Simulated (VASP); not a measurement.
Runs of VASP 6.6.1 on Li2Al. The structure is that of space group Cmcm (No. 63), or close to it. The cells are those of the table. 

| cell | gap on the mesh (eV) | largest force (eV/Å) |
| --- | --- | --- |
| a = 5.313, b = 5.313, c = 4.401 Å, angles 90.0, 90.0, 129.3°, 6 atoms | none | 0.17 |
| a = 5.471, b = 5.471, c = 4.532 Å, angles 90.0, 90.0, 129.3°, 6 atoms | none | 0.03 |
| a = 5.259, b = 5.259, c = 4.356 Å, angles 90.0, 90.0, 129.3°, 6 atoms | none | 0.25 |
| a = 5.420, b = 5.420, c = 4.489 Å, angles 90.0, 90.0, 129.3°, 6 atoms | none | (b) |
| a = 5.367, b = 5.367, c = 4.446 Å, angles 90.0, 90.0, 129.3°, 6 atoms | none | (a) |

Alike in all rows: task single point; level LDA; potentials or basis VASP PAW LDA potentials, release 64 (Li_sv, Al); no spin polarisation; k mesh 6 × 6 × 5; cutoff (eV) 520; smearing methfessel-paxton 0.05 eV.

Problem. Estimate the missing entries.

Solution. (a) 0.11; (b) 0.05.

A gap of «none» marks levels without a gap at the run's occupations.
